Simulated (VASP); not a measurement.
# La (Im-3m) in VASP: notebook

La is run at these levels: LDA; tasks: single point.

Everything below comes from runs of VASP 6.6.1. Logs are shortened: lines on timing, memory, paths and dates and some standing lists are left out, and cuts for length are marked.

**1. The cell of the first run**

Symmetry: Im-3m, No. 229, cubic system. Conventional cell: a = 4.047 Å, b = 4.047 Å, c = 4.047 Å, α = 90.00°, β = 90.00°, γ = 90.00°. La (site symmetry m-3m) has 14 La at 3.50 to 4.05 Å within 4.6 Å.

This isn't the form of La at room conditions, which is double hcp.

**2. Single point, LDA, non-collinear spin, zero start, spin-orbit coupling**

Input file INCAR:

```
SYSTEM = La
PREC = Accurate
ENCUT = 520
EDIFF = 1E-6
ISMEAR = -1
SIGMA = 0.05
LREAL = .FALSE.
LASPH = .TRUE.
NELM = 150
ALGO = Normal
ISIF = 2
LWAVE = .FALSE.
LCHARG = .FALSE.
MAGMOM = 0 0 0
LORBIT = 11
LSORBIT = .TRUE.
GGA_COMPAT = .FALSE.
LORBMOM = .TRUE.
LMAXMIX = 6
NBANDS = 22
```

Input file KPOINTS:

```
Automatic mesh
0
G
  14 14 14
  0 0 0
```

Input file POSCAR:

```
La
1.0
   -2.0233167666      2.0233167666      2.0233167666
    2.0233167666     -2.0233167666      2.0233167666
    2.0233167666      2.0233167666     -2.0233167666
La
1
Direct
    0.0000000000      0.0000000000      0.0000000000
```

Potentials or basis: VASP PAW LDA potentials, release 64 (La).

Launch:

```console
$ cat potpaw_LDA.64/La/POTCAR > POTCAR
$ mpirun -np 1 vasp_ncl > vasp.out
```

OUTCAR:

```text
SYSTEM = La
   PREC = Accurate
   ENCUT = 520
   EDIFF = 1E-6
   ISMEAR = -1
   LREAL = .FALSE.
   LASPH = .TRUE.
   NELM = 150
   ISIF = 2
   LORBIT = 11
   LSORBIT = .TRUE.

 ion  position               nearest neighbor table
   1  0.000  0.000  0.000-

  LATTYP: Found a body centered cubic cell.
 ALAT       =     4.0466335332

  Lattice vectors:

 A1 = (  -2.0233167666,   2.0233167666,   2.0233167666)
 A2 = (   2.0233167666,  -2.0233167666,   2.0233167666)
 A3 = (   2.0233167666,   2.0233167666,  -2.0233167666)

Analysis of symmetry for initial positions (statically):
=====================================================================
 Subroutine PRICEL returns:
 Original cell was already a primitive cell.

 Routine SETGRP: Setting up the symmetry group for a
 body centered cubic supercell.

 Subroutine GETGRP returns: Found 48 space group operations
 (whereof 48 operations were pure point group operations)
 out of a pool of 48 trial point group operations.

The static configuration has the point symmetry O_h .

Analysis of symmetry for dynamics (positions and initial velocities):
=====================================================================
 Subroutine PRICEL returns:
 Original cell was already a primitive cell.

 Routine SETGRP: Setting up the symmetry group for a
 body centered cubic supercell.

 Subroutine GETGRP returns: Found 48 space group operations
 (whereof 48 operations were pure point group operations)
 out of a pool of 48 trial point group operations.

The dynamic configuration has the point symmetry O_h .

Analysis of structural, dynamic, and magnetic symmetry:
=====================================================================
 Subroutine PRICEL returns:
 Original cell was already a primitive cell.

 Routine SETGRP: Setting up the symmetry group for a
 body centered cubic supercell.

 Subroutine GETGRP returns: Found 48 space group operations
 (whereof 48 operations were pure point group operations)
 out of a pool of 48 trial point group operations.

The overall configuration has the point symmetry O_h .

 Subroutine INISYM returns: Found 48 space group operations
 (whereof 48 operations are pure point group operations),
 and found     1 'primitive' translations

----------------------------------------------------------------------------------------

                                     Primitive cell

  volume of cell :      33.1323

  direct lattice vectors                    reciprocal lattice vectors
    -2.023316767  2.023316767  2.023316767     0.000000000  0.247118992  0.247118992
     2.023316767 -2.023316767  2.023316767     0.247118992  0.000000000  0.247118992
     2.023316767  2.023316767 -2.023316767     0.247118992  0.247118992  0.000000000

  length of vectors
     3.504487440  3.504487440  3.504487440     0.349479030  0.349479030  0.349479030

  position of ions in fractional coordinates (direct lattice)
     0.000000000  0.000000000  0.000000000

  ion indices of the primitive-cell ions
   primitive index   ion index
                 1           1

----------------------------------------------------------------------------------------

 KPOINTS: Automatic mesh

Automatic generation of k-mesh.
 Grid dimensions read from file:
 generate k-points for:   14   14   14

 Generating k-lattice:

  Cartesian coordinates                     Fractional coordinates (reciprocal lattice)
     0.000000000  0.017651357  0.017651357     0.071428571  0.000000000  0.000000000
     0.017651357  0.000000000  0.017651357     0.000000000  0.071428571  0.000000000
     0.017651357  0.017651357  0.000000000     0.000000000  0.000000000  0.071428571

  Length of vectors
     0.024962788  0.024962788  0.024962788

  Shift w.r.t. Gamma in fractional coordinates (k-lattice)
     0.000000000  0.000000000  0.000000000

 Subroutine IBZKPT returns following result:
 ===========================================

 Found    104 irreducible k-points:

 Following reciprocal coordinates:
            Coordinates               Weight
  0.000000  0.000000  0.000000      1.000000
  0.071429  0.000000  0.000000     12.000000
  0.142857  0.000000  0.000000     12.000000
  0.214286  0.000000  0.000000     12.000000
  0.285714  0.000000  0.000000     12.000000
  0.357143  0.000000  0.000000     12.000000
[... 16 lines left out ...]
  0.285714  0.285714  0.000000     24.000000
  0.357143  0.285714  0.000000     24.000000
 [... further k-points ...]
   k-points           NKPTS =    104   k-points in BZ     NKDIM =    104   number of bands    NBANDS=     22
   number of dos      NEDOS =    301   number of ions     NIONS =      1
   total plane-waves  NPLWV =  21952
   dimension x,y,z NGX =    28 NGY =   28 NGZ =   28
   dimension x,y,z NGXF=    56 NGYF=   56 NGZF=   56
   ions per type =               1
   NGX,Y,Z   is equivalent  to a cutoff of  13.28, 13.28, 13.28 a.u.
   NGXF,Y,Z  is equivalent  to a cutoff of  26.57, 26.57, 26.57 a.u.
 SYSTEM =  La
   PREC   = accura    normal or accurate (medium, high low for compatibility)
   ISTART =      0    job   : 0-new  1-cont  2-samecut
   ICHARG =      2    charge: 1-file 2-atom 10-const
   ISPIN  =      1    spin polarized calculation?
   LNONCOLLINEAR =      T non collinear calculations
   LSORBIT =      T    spin-orbit coupling
   LASPH  =      T    aspherical Exc in radial PAW
   ENCUT  =  520.0 eV  38.22 Ry    6.18 a.u.   6.52  6.52  6.52*2*pi/ulx,y,z
   NELM   =    150;   NELMIN=  2; NELMDL= -5     # of ELM steps
   EDIFF  = 0.1E-05   stopping-criterion for ELM
   LREAL  =      F    real-space projection
   EDIFFG = 0.1E-04   stopping-criterion for IOM
   NSW    =      0    number of steps for IOM
   IBRION =     -1    ionic relax: 0-MD 1-quasi-New 2-CG
   NFREE  =      0    steps in history (QN), initial steepest desc. (CG)
   ISIF   =      2    stress and relaxation
   ISYM   =      2    0-nonsym 1-usesym 2-fastsym
   POTIM  = 0.5000    time-step for ionic-motion
   TEBEG  =    0.0;   TEEND  =   0.0 temperature during run
   PSTRESS=    0.0 pullay stress
   NELECT =      11.0000    total number of electrons
   NUPDOWN=      -1.0000    fix difference up-down
   EMIN   =  10.00;   EMAX   =-10.00  energy-range for DOS
   EFERMI =   0.00;   METHOD = LEGACY
   ISMEAR =    -1;   SIGMA  =   0.05  broadening in eV -4-tet -1-fermi 0-gaus
   EFERMI_NEDOS =   21; number of points for ismear=-14 and -15
   IALGO  =     38    algorithm
   IMIX   =      4    mixing-type and parameters
     AMIX     =   0.40;   BMIX     =  1.00
     AMIX_MAG =   1.60;   BMIX_MAG =  1.00
  volume/ion in A,a.u.               =      33.13       223.59
  Fermi-wavevector in a.u.,A,eV,Ry     =   1.133588  2.142170 17.483778  1.285021
  Thomas-Fermi vector in A             =   2.270291
   LORBIT       =     11    0 simple, 1 ext, 2 COOP (PROOUT), +10 PAW based schemes
   GGA     = CA    functional components
   LHFCALC =     F    Hartree Fock is set to
   AEXX    =    0.0000 exact exchange contribution
   IVDW    =     0    specifies the selected vdW correction
   LEPSILON=     F    determine dielectric tensor
   LRPA    =     F    only Hartree local field effects (RPA)
  energy-cutoff  :      520.00
  volume of cell :       33.13
 maximum number of plane-waves:      1870
 NGX is ok and might be reduce to    28
   NGX = 13   NGY = 13   NGZ = 13

 number of electron      11.0000000 magnetization       0.0000000      0.0000000      0.0000000

 number of electron      11.0000000 magnetization       0.0000000      0.0000000     -0.0000000

 number of electron      11.0000000 magnetization      -0.0000000     -0.0000000      0.0000000

 Free energy of the ion-electron system (eV)
  ---------------------------------------------------
  ext. energy  EPLUGINS =         0.00000000
  ---------------------------------------------------
  free energy    TOTEN  =        -5.75796334 eV

  energy without entropy =       -5.73412100  energy(sigma->0) =       -5.74604217

 E-fermi :   8.7525     XC(G=0): -10.2378

 val. band max:        8.7511945207   @ k =   0.2857   0.2143   0.0000
 cond. band min:       8.7670597796   @ k =  -0.3571   0.5000   0.0714
 fundamental gap:      0.0158652589
 Fermi energy:         8.7525451301

 k-point     1 :       0.0000    0.0000    0.0000
  band No.  band energies     occupation
      1     -23.8610      1.00000
      2     -23.8610      1.00000
      3      -8.3075      1.00000
      4      -8.3075      1.00000
      5      -5.7526      1.00000
      6      -5.7526      1.00000
[... 14 lines left out ...]
     21      10.4431      0.00000
     22      10.4434      0.00000

 k-point     2 :       0.0714    0.0000    0.0000
  band No.  band energies     occupation
      1     -23.8455      1.00000
      2     -23.8455      1.00000
      3      -8.3466      1.00000
      4      -8.3466      1.00000
      5      -5.8435      1.00000
      6      -5.8435      1.00000
[... 14 lines left out ...]
     21      10.6211      0.00000
     22      10.6216      0.00000

 k-point     3 :       0.1429    0.0000    0.0000
  band No.  band energies     occupation
      1     -23.8015      1.00000
      2     -23.8015      1.00000
      3      -8.4613      1.00000
      4      -8.4613      1.00000
      5      -6.0804      1.00000
      6      -6.0804      1.00000
[... 14 lines left out ...]
     21      10.8005      0.00000
     22      10.8021      0.00000
[... 476 lines left out ...]
 k-point    23 :       0.2857    0.2857    0.0000
  band No.  band energies     occupation
      1     -23.5028      1.00000
      2     -23.5028      1.00000
      3      -9.1977      1.00000
      4      -9.1977      1.00000
      5      -7.1968      1.00000
      6      -7.1968      1.00000
[... 14 lines left out ...]
     21      11.0405      0.00000
     22      11.0602      0.00000

 k-point    24 :       0.3571    0.2857    0.0000
  band No.  band energies     occupation
      1     -23.4921      1.00000
      2     -23.4921      1.00000
      3      -9.2097      1.00000
      4      -9.2097      1.00000
      5      -7.2407      1.00000
      6      -7.2407      1.00000
[... 14 lines left out ...]
     21      11.0780      0.00000
     22      11.0951      0.00000

 [... further k-points ...]
[... 5 lines left out ...]
  --------------------------------------------------------------------------------------
  -------------------------------------------------------------------------------------
  Total       -0.0338232     -0.0338232     -0.0338232     -0.0000000      0.0000000     -0.0000000
  in kB       -1.6355850     -1.6355850     -1.6355850     -0.0000000      0.0000000     -0.0000000
  external PRESSURE =      -1.6355850 kB  Pullay stress =       0.0000000 kB

 VOLUME and BASIS-vectors are now :
 -----------------------------------------------------------------------------
  energy-cutoff  :      520.00
  volume of cell :       33.13
      direct lattice vectors                 reciprocal lattice vectors
    -2.023316767  2.023316767  2.023316767     0.000000000  0.247118992  0.247118992
     2.023316767 -2.023316767  2.023316767     0.247118992  0.000000000  0.247118992
     2.023316767  2.023316767 -2.023316767     0.247118992  0.247118992  0.000000000

 POSITION                                       TOTAL-FORCE (eV/Angst)
 -----------------------------------------------------------------------------------
      0.00000      0.00000      0.00000        -0.000000      0.000000      0.000000
 -----------------------------------------------------------------------------------
    total drift:                                0.000000      0.000000      0.000000

  FREE ENERGIE OF THE ION-ELECTRON SYSTEM (eV)
  ---------------------------------------------------
  free  energy   TOTEN  =        -5.7579633374 eV

  energy  without entropy=       -5.7341210035  energy(sigma->0) =       -5.74604217

 orbital moment (x)

 # of ion     p       d       f       tot
 ------------------------------------------------
  1        -0.000   0.000   0.000   0.000
 ------------------------------------------------
           -0.000   0.000   0.000   0.000

 orbital moment (y)

 # of ion     p       d       f       tot
 ------------------------------------------------
  1         0.000   0.000  -0.000   0.000
 ------------------------------------------------
            0.000   0.000  -0.000   0.000

 orbital moment (z)

 # of ion     p       d       f       tot
 ------------------------------------------------
  1         0.000   0.000   0.000   0.000
 ------------------------------------------------
            0.000   0.000   0.000   0.000

 Spin-Orbit-Coupling matrix elements

 Ion:    1  E_soc:     -0.6274310
 l=   1
     0.0000000    -0.1032672    -0.1032672
    -0.1032672     0.0000000    -0.1032672
    -0.1032672    -0.1032672     0.0000000
 l=   2
     0.0000000    -0.0000129     0.0000000    -0.0000129    -0.0011450
    -0.0000129     0.0000000    -0.0008588    -0.0000129    -0.0002863
     0.0000000    -0.0008588     0.0000000    -0.0008588     0.0000000
    -0.0000129    -0.0000129    -0.0008588     0.0000000    -0.0002863
    -0.0011450    -0.0002863     0.0000000    -0.0002863     0.0000000
 l=   3
     0.0000000    -0.0000142     0.0000000     0.0000000     0.0000000    -0.0000010    -0.0001085
    -0.0000142     0.0000000    -0.0000236     0.0000000    -0.0000236    -0.0000378    -0.0000142
     0.0000000    -0.0000236     0.0000000    -0.0000558    -0.0000004    -0.0000521     0.0000000
     0.0000000     0.0000000    -0.0000558     0.0000000    -0.0000558     0.0000000     0.0000000
     0.0000000    -0.0000236    -0.0000004    -0.0000558     0.0000000    -0.0000521     0.0000000
    -0.0000010    -0.0000378    -0.0000521     0.0000000    -0.0000521     0.0000000    -0.0000010
    -0.0001085    -0.0000142     0.0000000     0.0000000     0.0000000    -0.0000010     0.0000000

 total charge

# of ion       s       p       d       f       tot
--------------------------------------------------
    1        2.090   5.525   0.996   0.106   8.717

 magnetization (x)

# of ion       s       p       d       f       tot
--------------------------------------------------
    1       -0.000   0.000   0.000   0.000  -0.000

 magnetization (y)

# of ion       s       p       d       f       tot
--------------------------------------------------
    1        0.000   0.000   0.000  -0.000   0.000

 magnetization (z)

# of ion       s       p       d       f       tot
--------------------------------------------------
    1       -0.000   0.000   0.000   0.000  -0.000
```

It took 71 s on 1 thread of Intel Xeon 6975P-C (Granite Rapids), shared host; peak memory 0.29 GiB.

What came out:

```
Free energy                                           : -5.7580 eV
Pressure                                              : -0.2 GPa
Net moment                                            : 0.00 μB per cell
Valence electrons inside the program's atomic spheres : La 8.72
```

Moments on the atoms (μB; x, y, z):
```
La  0.00 0.00 0.00
```

**3. Single point, LDA, non-collinear spin, zero start, spin-orbit coupling**

Input file INCAR:

```
PREC = Accurate
ENCUT = 520
EDIFF = 1E-7
ISMEAR = -1
SIGMA = 0.05
LREAL = F
LASPH = T
NELM = 150
ALGO = Normal
ISIF = 2
LWAVE = F
LCHARG = F
MAGMOM = 0 0 0
LORBIT = 11
LSORBIT = T
GGA_COMPAT = F
LORBMOM = T
LMAXMIX = 6
NBANDS = 22
```

Input file KPOINTS:

```
Automatic mesh
0
Gamma
  14 14 14
```

POSCAR is that of step 2.

Potentials or basis: VASP PAW LDA potentials, release 64 (La).

Launch:

```console
$ cat potpaw_LDA.64/La/POTCAR > POTCAR
$ mpirun -np 1 vasp_ncl > vasp.out
```

It took 78 s on 1 thread of Intel Xeon 6975P-C (Granite Rapids), shared host; peak memory 0.29 GiB.

The run converged. Its results:

```yaml
Free_energy: -5.7580 eV
Pressure: -0.2 GPa
Net_moment: 0.00 μB per cell
Valence_electrons_inside_the_program's_atomic_spheres: La 8.72
```

Moments on the atoms (μB; x, y, z):
```
La  0.00 0.00 0.00
```
